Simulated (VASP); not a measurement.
# CoSi2 (Fm-3m) in VASP: notebook, part 2 of 2

VASP 6.6.1. Earlier steps stand in the parts before.

### Step 4. Single point, PBE, collinear spin, ferromagnetic start

This run uses another cell than the first one, of 13.06 Å³/atom.

File INCAR:

```
SYSTEM = CoSi2
  PREC = Accurate
  ENCUT = 600
  EDIFF = 1E-6
  ISMEAR = 0
  SIGMA = 0.1
  LREAL = .False.
  LASPH = .True.
  NELM = 200
  ALGO = Normal
  ISIF = 2
  LWAVE = .False.
  LCHARG = .True.
  ISPIN = 2
  MAGMOM = 3.2 0 0
  LORBIT = 11
  LMAXMIX = 4
  GGA = PE
  LELF = .True.
  LVHAR = .True.
  NBANDS = 20
  GGA_COMPAT = .False.
```

File KPOINTS:

```
regular mesh
0
Gamma
  9 9 9
  0 0 0
```

File POSCAR:

```
CoSi2
1.0
    0.0000000000      2.6957356162      2.6957356162
    2.6957356162      0.0000000000      2.6957356162
    2.6957356162      2.6957356162      0.0000000000
Co Si
1 2
Direct
    0.0000000000      0.0000000000      0.0000000000
    0.2500000000      0.2500000000      0.2500000000
    0.7500000000      0.7500000000      0.7500000000
```

Potentials or basis: VASP PAW PBE potentials, release 64 (Co, Si).

The run is started by

```
> cat potpaw_PBE.64/Co/POTCAR potpaw_PBE.64/Si/POTCAR > POTCAR
> mpirun -np 1 vasp_std > vasp.out
```

OUTCAR:

```text
SYSTEM = CoSi2
   PREC = Accurate
   ENCUT = 600
   EDIFF = 1E-6
   ISMEAR = 0
   LREAL = .False.
   LASPH = .True.
   NELM = 200
   ISIF = 2
   ISPIN = 2
   LORBIT = 11
   GGA = PE

 ion  position               nearest neighbor table
   1  0.000  0.000  0.000-   3 2.33   3 2.33   3 2.33   2 2.33   3 2.33   2 2.33   2 2.33   2 2.33

   2  0.250  0.250  0.250-   1 2.33   1 2.33   1 2.33   1 2.33   3 2.70   3 2.70   3 2.70   3 2.70
                             3 2.70   3 2.70
   3  0.750  0.750  0.750-   1 2.33   1 2.33   1 2.33   1 2.33   2 2.70   2 2.70   2 2.70   2 2.70
                             2 2.70   2 2.70

  LATTYP: Found a face centered cubic cell.
 ALAT       =     5.3914712324

  Lattice vectors:

 A1 = (   0.0000000000,   2.6957356162,   2.6957356162)
 A2 = (   2.6957356162,   0.0000000000,   2.6957356162)
 A3 = (   2.6957356162,   2.6957356162,   0.0000000000)

Analysis of symmetry for initial positions (statically):
=====================================================================
 Subroutine PRICEL returns:
 Original cell was already a primitive cell.

 Routine SETGRP: Setting up the symmetry group for a
 face centered cubic supercell.

 Subroutine GETGRP returns: Found 48 space group operations
 (whereof 48 operations were pure point group operations)
 out of a pool of 48 trial point group operations.

The static configuration has the point symmetry O_h .

Analysis of symmetry for dynamics (positions and initial velocities):
=====================================================================
 Subroutine PRICEL returns:
 Original cell was already a primitive cell.

 Routine SETGRP: Setting up the symmetry group for a
 face centered cubic supercell.

 Subroutine GETGRP returns: Found 48 space group operations
 (whereof 48 operations were pure point group operations)
 out of a pool of 48 trial point group operations.

The dynamic configuration has the point symmetry O_h .

[... 153 lines left out ...]

 number of electron      17.0000005 magnetization      -0.0004626

 Free energy of the ion-electron system (eV)
  ---------------------------------------------------
  ext. energy  EPLUGINS =         0.00000000
  ---------------------------------------------------
  free energy    TOTEN  =       -19.28619047 eV

  energy without entropy =      -19.27975229  energy(sigma->0) =      -19.28297138

 E-fermi :   9.7945     XC(G=0): -11.6553

 val. band max:        9.7747949712   @ k =  -0.2222   0.1111   0.0000
 cond. band min:       9.8282591394   @ k =   0.3333   0.1111   0.0000
 fundamental gap:      0.0534641682
 Fermi energy:         9.7945341018

 spin component 1

 k-point     1 :       0.0000    0.0000    0.0000
  band No.  band energies     occupation
      1      -3.1441      1.00000
      2       5.8409      1.00000
      3       5.8409      1.00000
      4       5.8409      1.00000
      5       7.9893      1.00000
      6       7.9893      1.00000
[... 541 lines left out ...]
     19      24.7275      0.00000
     20      24.7275      0.00000

 [... further k-points ...]

 spin component 2

 k-point     1 :       0.0000    0.0000    0.0000
  band No.  band energies     occupation
      1      -3.1441      1.00000
      2       5.8409      1.00000
      3       5.8409      1.00000
      4       5.8409      1.00000
      5       7.9892      1.00000
      6       7.9892      1.00000
[... 541 lines left out ...]
     19      24.7275      0.00000
     20      24.7275      0.00000

 [... further k-points ...]
[... 5 lines left out ...]
  --------------------------------------------------------------------------------------
  -------------------------------------------------------------------------------------
  Total       -0.7595976     -0.7595976     -0.7595976     -0.0000000      0.0000000     -0.0000000
  in kB      -31.0622059    -31.0622059    -31.0622059     -0.0000000      0.0000000     -0.0000000
  external PRESSURE =     -31.0622059 kB  Pullay stress =       0.0000000 kB

 VOLUME and BASIS-vectors are now :
 -----------------------------------------------------------------------------
  energy-cutoff  :      600.00
  volume of cell :       39.18
      direct lattice vectors                 reciprocal lattice vectors
     0.000000000  2.695735616  2.695735616    -0.185478130  0.185478130  0.185478130
     2.695735616  0.000000000  2.695735616     0.185478130 -0.185478130  0.185478130
     2.695735616  2.695735616  0.000000000     0.185478130  0.185478130 -0.185478130

 POSITION                                       TOTAL-FORCE (eV/Angst)
 -----------------------------------------------------------------------------------
      0.00000      0.00000      0.00000         0.000000      0.000000     -0.000000
      1.34787      1.34787      1.34787        -0.000000     -0.000000     -0.000000
      4.04360      4.04360      4.04360         0.000000      0.000000      0.000000
 -----------------------------------------------------------------------------------
    total drift:                                0.000000     -0.000000     -0.000000

  FREE ENERGIE OF THE ION-ELECTRON SYSTEM (eV)
  ---------------------------------------------------
  free  energy   TOTEN  =       -19.2861904672 eV

  energy  without entropy=      -19.2797522919  energy(sigma->0) =      -19.28297138

 total charge

# of ion       s       p       d       tot
------------------------------------------
    1        0.530   0.695   7.576   8.801
    2        0.718   0.860   0.000   1.578
    3        0.718   0.860   0.000   1.578
--------------------------------------------------
tot          1.967   2.415   7.576  11.958

 magnetization (x)

# of ion       s       p       d       tot
------------------------------------------
    1       -0.000  -0.000  -0.000  -0.000
    2        0.000   0.000   0.000   0.000
    3        0.000   0.000   0.000   0.000
--------------------------------------------------
tot          0.000   0.000  -0.000  -0.000
```

OSZICAR:

```text
N       E                     dE             d eps       ncg     rms          rms(c)
DAV:   1     0.729792728500E+02    0.72979E+02   -0.73918E+03  2800   0.909E+02
DAV:   2    -0.149008731681E+02   -0.87880E+02   -0.77945E+02  2932   0.197E+02
DAV:   3    -0.197320286775E+02   -0.48312E+01   -0.46445E+01  3404   0.483E+01
DAV:   4    -0.198180449669E+02   -0.86016E-01   -0.85767E-01  3296   0.568E+00
DAV:   5    -0.198204609895E+02   -0.24160E-02   -0.24157E-02  3408   0.105E+00    0.186E+01
DAV:   6    -0.262039365846E+02   -0.63835E+01   -0.20038E+01  3140   0.922E+01    0.218E+01
DAV:   7    -0.192908023550E+02    0.69131E+01   -0.10660E+01  3480   0.720E+01    0.349E+00
DAV:   8    -0.193189088217E+02   -0.28106E-01   -0.73808E-01  3540   0.606E+00    0.221E+00
DAV:   9    -0.192861803104E+02    0.32729E-01   -0.78703E-02  3416   0.386E+00    0.983E-01
DAV:  10    -0.192861878760E+02   -0.75656E-05   -0.38864E-03  3600   0.512E-01    0.364E-01
DAV:  11    -0.192860460425E+02    0.14183E-03   -0.10804E-03  3552   0.415E-01    0.150E-01
DAV:  12    -0.192861696143E+02   -0.12357E-03   -0.29464E-04  3184   0.142E-01    0.669E-02
DAV:  13    -0.192861848693E+02   -0.15255E-04   -0.27576E-05  3312   0.456E-02    0.192E-02
DAV:  14    -0.192861898110E+02   -0.49418E-05   -0.36491E-06  3156   0.123E-02    0.529E-03
DAV:  15    -0.192861904672E+02   -0.65613E-06   -0.11212E-06  3020   0.649E-03
   1 F= -.19286190E+02 E0= -.19282971E+02  d E =-.643818E-02  mag=     0.0001
```

Run time: 37 s. Hardware: 1 thread of Intel Xeon 6975P-C (Granite Rapids), shared host; peak memory 0.21 GiB.

Results:

* Free energy: -19.2862 eV
* Pressure: -3.1 GPa
* Net moment: 0.00 μB per cell
* Valence electrons inside the program's atomic spheres: Co 8.80; Si 1.58

Caveat: the cell stands under tension.

### Step 5. Single point, PBE, collinear spin, ferromagnetic start

This run uses another cell than the first one, of 13.32 Å³/atom.

File INCAR:

```
SYSTEM = CoSi2
ALGO     = Normal         ! electronic algorithm
EDIFF    = 1E-6           ! SCF threshold, eV
ENCUT    = 600            ! plane-wave cutoff, eV
GGA      = PE             ! functional
GGA_COMPAT= .FALSE.      
ISIF     = 2              ! what is computed and relaxed
ISMEAR   = 0              ! smearing method
ISPIN    = 2              ! spin polarisation
LASPH    = .TRUE.         ! aspherical terms in the spheres
LCHARG   = .FALSE.        ! write CHGCAR
LMAXMIX  = 4              ! l up to which the mixer works
LORBIT   = 11             ! projections on sites
LREAL    = .FALSE.        ! projectors in reciprocal space
LWAVE    = .FALSE.        ! write WAVECAR
MAGMOM   = 3.2 0 0        ! initial moments
NBANDS   = 20             ! bands
NELM     = 200            ! most SCF steps
PREC     = Accurate       ! precision mode
SIGMA    = 0.1            ! smearing width, eV
```

File KPOINTS:

```
k-points
0
G
  9 9 9
  0 0 0
```

File POSCAR:

```
CoSi2
1.0
    0.0000000000      2.7132408834      2.7132408834
    2.7132408834      0.0000000000      2.7132408834
    2.7132408834      2.7132408834      0.0000000000
Co Si
1 2
Direct
    0.0000000000      0.0000000000      0.0000000000
    0.2500000000      0.2500000000      0.2500000000
    0.7500000000      0.7500000000      0.7500000000
```

The run is started by

```
> cat potpaw_PBE.64/Co/POTCAR potpaw_PBE.64/Si/POTCAR > POTCAR
> mpirun -np 1 vasp_std > vasp.out
```

Run time: 29 s. Hardware: 1 thread of Intel Xeon 6975P-C (Granite Rapids), shared host; peak memory 0.22 GiB.

Results (log left out):

```yaml
Free_energy: -19.2640 eV
Pressure: -6.1 GPa
Net_moment: 0.00 μB per cell
Valence_electrons_inside_the_program's_atomic_spheres: Co 8.75; Si 1.57
```

Levels at points of the mesh, in eV from the Fermi level:
Spin up:
```
           k point  band 6  band 7  band 8  band 9  band 10  band 11  band 12  band 13
(0.00, 0.00, 0.00)   -1.75    0.41    3.29    3.29     3.29     3.47     3.47     3.47
```
Spin down:
| k point | band 7 | band 8 | band 9 | band 10 | band 11 | band 12 |
| --- | --- | --- | --- | --- | --- | --- |
| (0.00, 0.00, 0.00) | 0.41 | 3.29 | 3.29 | 3.29 | 3.47 | 3.47 |

Caveat: the cell stands under tension.

### Step 6. Single point, PBE, collinear spin, ferromagnetic start

This run uses another cell than the first one, of 13.57 Å³/atom.

File INCAR:

```
SYSTEM = CoSi2
PREC = Accurate
ENCUT = 600
EDIFF = 1E-6
ISMEAR = 0
SIGMA = 0.1
LREAL = .FALSE.
LASPH = .TRUE.
NELM = 200
ALGO = Normal
ISIF = 2
LWAVE = .FALSE.
LCHARG = .FALSE.
ISPIN = 2
MAGMOM = 3.2 0 0
LORBIT = 11
LMAXMIX = 4
GGA = PE
NBANDS = 20
GGA_COMPAT = .FALSE.
```

File KPOINTS:

```
regular mesh
0
G
  9 9 9
  0 0 0
```

File POSCAR:

```
CoSi2
1.0
    0.0000000000      2.7305231384      2.7305231384
    2.7305231384      0.0000000000      2.7305231384
    2.7305231384      2.7305231384      0.0000000000
Co Si
1 2
Direct
    0.0000000000      0.0000000000      0.0000000000
    0.2500000000      0.2500000000      0.2500000000
    0.7500000000      0.7500000000      0.7500000000
```

Potentials or basis: VASP PAW PBE potentials, release 64 (Co, Si).

The run is started by

```
> cat potpaw_PBE.64/Co/POTCAR potpaw_PBE.64/Si/POTCAR > POTCAR
> mpirun -np 1 vasp_std > vasp.out
```

It took 28 s on 1 thread of Intel Xeon 6975P-C (Granite Rapids), shared host; peak memory 0.22 GiB.

The run converged. Its results:

```yaml
Free_energy: -19.2280 eV
Pressure: -8.9 GPa
Net_moment: 0.00 μB per cell
Valence_electrons_inside_the_program's_atomic_spheres: Co 8.70; Si 1.56
```

Levels at points of the mesh, in eV from the Fermi level:
Spin up:
```tsv
k point	band 5	band 6	band 7	band 8	band 9	band 10	band 11	band 12	band 13	band 14
(0.00, 0.00, 0.00)	-1.69	-1.69	0.23	3.22	3.22	3.22	3.46	3.46	3.46	5.46
```
Spin down:
```
           k point  band 6  band 7  band 8  band 9  band 10  band 11  band 12  band 13
(0.00, 0.00, 0.00)   -1.69    0.23    3.22    3.22     3.22     3.46     3.46     3.46
```

Caveat: the cell stands under tension.
